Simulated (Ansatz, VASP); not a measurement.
KI in VASP and in Ansatz

The input POSCAR:

```
KI
1.0
    0.0000000000      3.6238849398      3.3339741447
    3.6238849398      0.0000000000      3.3339741447
    3.6238849398      3.6238849398      0.0000000000
K I
1 1
Direct
    0.0000000000      0.0000000000      0.0000000000
    0.5000000000      0.5000000000      0.5000000000
```

The input INCAR.step1:

```
SYSTEM = KI
  ALGO = Normal
  EDIFF = 1E-4
  ENCUT = 520
  GGA = PE
  ISMEAR = 0
  LASPH = .TRUE.
  LCHARG = .FALSE.
  LREAL = .FALSE.
  LWAVE = .TRUE.
  NBANDS = 15
  NELM = 80
  PREC = Accurate
  SIGMA = 0.05
```

Contents of INCAR.step2:

```
SYSTEM = KI
  ALGO = Normal
  EDIFF = 1E-6
  ENCUT = 520
  ISIF = 2
  ISMEAR = 0
  ISTART = 1
  LASPH = .TRUE.
  LCHARG = .FALSE.
  LMIXTAU = .TRUE.
  LREAL = .FALSE.
  LWAVE = .FALSE.
  METAGGA = R2SCAN
  NBANDS = 15
  NELM = 80
  PREC = Accurate
  SIGMA = 0.05
```

File KPOINTS:

```
k-points
0
G
  6 6 6
  0 0 0
```

Input for Ansatz:

```yaml
crystal:
  lattice:
    - [0.0, 3.6238849398, 3.3339741447]
    - [3.6238849398, 0.0, 3.3339741447]
    - [3.6238849398, 3.6238849398, 0.0]
  atoms:
    - { symbol: K, position: [0.0, 0.0, 0.0] }
    - { symbol: I, position: [0.5, 0.5, 0.5] }
basis:
  ecutwfc: 500
kpoints:
  mp_grid: { grid: [6, 6, 6] }
hamiltonian:
  xc: r2scan
scf:
  occupations: { method: gaussian, width: 0.05 }
output:
  forces: true
  stress: true
  eigenvalues: true
```

Alike in both runs: task single point; functional r2SCAN; k mesh 6 × 6 × 6; occupations gaussian, width 0.05 eV; no spin polarisation.

|  | VASP | Ansatz |
| --- | --- | --- |
| version | VASP 6.6.1 | Ansatz 0.2.0 |
| potentials or method | VASP PAW PBE potentials, release 64 (K_sv, I), cutoff 520 eV | scalar-relativistic, plane waves, PAW |
| valence electrons in the cell | 16 | 26 |

VASP gave:

* gap on the k mesh at the Fermi level (eV): 4.58
* least direct gap on the mesh (eV): 4.58
* pressure (GPa): 0.5
* traceless stress, the component that is largest in VASP (GPa): 2.00

Task: What did Ansatz give for the same quantities?

Result: gap on the k mesh at the Fermi level (eV): 4.58; least direct gap on the mesh (eV): 4.58; pressure (GPa): 0.5; traceless stress, the component that is largest in VASP (GPa): 1.98.

VASP's potentials were made for PBE, not for r2SCAN. VASP's potentials hold 16 valence electrons a cell and Ansatz's 26, so a difference there can come from the potentials and not from the codes.

Neither program's run includes spin-orbit coupling.
